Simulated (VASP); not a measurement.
A run of VASP 6.6.1 is set up as follows.

Contents of INCAR:

```
PREC = Accurate
ENCUT = 520
EDIFF = 1E-6
ISMEAR = 0
SIGMA = 0.01
LREAL = F
LASPH = T
NELM = 100
ALGO = Normal
ISIF = 2
LWAVE = F
LCHARG = F
GGA = PE
NBANDS = 11
```

The input KPOINTS:

```
Automatic mesh
0
Gamma
  6 6 6
```

POSCAR

```
Mg2C
1.0
    0.0000000000      2.7568809830      2.7568809830
    2.7568809830      0.0000000000      2.7568809830
    2.7568809830      2.7568809830      0.0000000000
C Mg
1 2
Direct
    0.0000000000      0.0000000000      0.0000000000
    0.2500000000      0.2500000000      0.2500000000
    0.7500000000      0.7500000000      0.7500000000
```

Potentials or basis: VASP PAW PBE potentials, release 64 (C, Mg).

Run with:

```sh
$ cat potpaw_PBE.64/C/POTCAR potpaw_PBE.64/Mg/POTCAR > POTCAR
$ mpirun -np 1 vasp_std > vasp.out
```

Q: Estimate the pressure.

A: -2.8 GPa.

Q: What does it give for the band gap on the k mesh?

A: 0.73 eV, indirect (least direct gap 1.18 eV).

 A k mesh can miss the band edges.
